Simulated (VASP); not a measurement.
A run of VASP 6.6.1:

INCAR

```
SYSTEM = Zr
  PREC = Accurate
  ENCUT = 520
  EDIFF = 1E-7
  ISMEAR = -1
  SIGMA = 0.03
  LREAL = .False.
  LASPH = .True.
  NELM = 100
  ALGO = Normal
  ISIF = 2
  LWAVE = .False.
  LCHARG = .False.
  GGA = PE
  NBANDS = 12
```

Contents of KPOINTS:

```
regular mesh
0
Gamma
  16 16 16
  0 0 0
```

Contents of POSCAR:

```
Zr
1.0
   -1.8249593561      1.8249593561      1.8249593561
    1.8249593561     -1.8249593561      1.8249593561
    1.8249593561      1.8249593561     -1.8249593561
Zr
1
Direct
    0.0000000000      0.0000000000      0.0000000000
```

Potentials or basis: VASP PAW PBE potentials, release 64 (Zr_sv).

Run with:

```bash
$ cat potpaw_PBE.64/Zr_sv/POTCAR > POTCAR
$ mpirun -np 1 vasp_std > vasp.out
```

Hardware: 1 thread of Intel(R) Xeon(R) Platinum 8375C CPU @ 2.90GHz (Ice Lake) (shared host).

**Question.** Estimate the wall time of this run.

**Answer.** Run time: 18 s on 1 thread of Intel(R) Xeon(R) Platinum 8375C CPU @ 2.90GHz (Ice Lake) (shared host), peak memory 0.16 GiB. Counts: scf iterations 12, k points 145.
